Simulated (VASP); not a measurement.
GaBiSe4, 6 atoms in the cell. Symmetry: P4mm, No. 99, tetragonal system. Conventional cell: a = 5.599 Å, b = 5.599 Å, c = 5.126 Å, α = 90.00°, β = 90.00°, γ = 90.00°. Ga (site symmetry 4mm) has 4 Se at 2.26 Å and 2 Bi at 2.40 to 2.73 Å within 3.0 Å. Within 3.0 Å of Bi (site symmetry 4mm) lie 4 Se at 2.29 Å and 2 Ga at 2.40 to 2.73 Å. Se (site symmetry m) has 1 Ga at 2.26 Å and 1 Bi at 2.29 Å and 4 Se at 2.73 to 2.87 Å within 3.0 Å. 

| Item | Value |
| --- | --- |
| Program | VASP 6.6.1 |
| Task | relaxation of cell and atoms |
| Functional | PBE |
| Potentials or basis | VASP PAW PBE potentials, release 64 (Ga_d, Bi_d, Se) |
| Cutoff | 600 eV |
| k mesh | 2 × 2 × 3 |
| Occupations | gaussian, width 0.15 eV |
| Spin | no spin polarisation |
| Dipole correction | no |
| Further INCAR settings | ALGO = Normal; EDIFF = 1e-07; IBRION = 2; EDIFFG = -0.08; NSW = 36; ISIF = 3 |

Potentials or basis: VASP PAW PBE potentials, release 64 (Ga_d, Bi_d, Se).

The run is started by

```console
$ cat potpaw_PBE.64/Ga_d/POTCAR potpaw_PBE.64/Bi_d/POTCAR potpaw_PBE.64/Se/POTCAR > POTCAR
$ mpirun -np 1 vasp_std > vasp.out
```

Hardware: 1 thread of AMD EPYC 7R13, on a shared host.

Question: How long does it take, and how much memory?

Answer: Wall time 27 min on 1 thread of AMD EPYC 7R13, with other jobs on the host, peak memory 0.3 GiB. Counts: scf iterations 276, k points 6, ion steps 24.
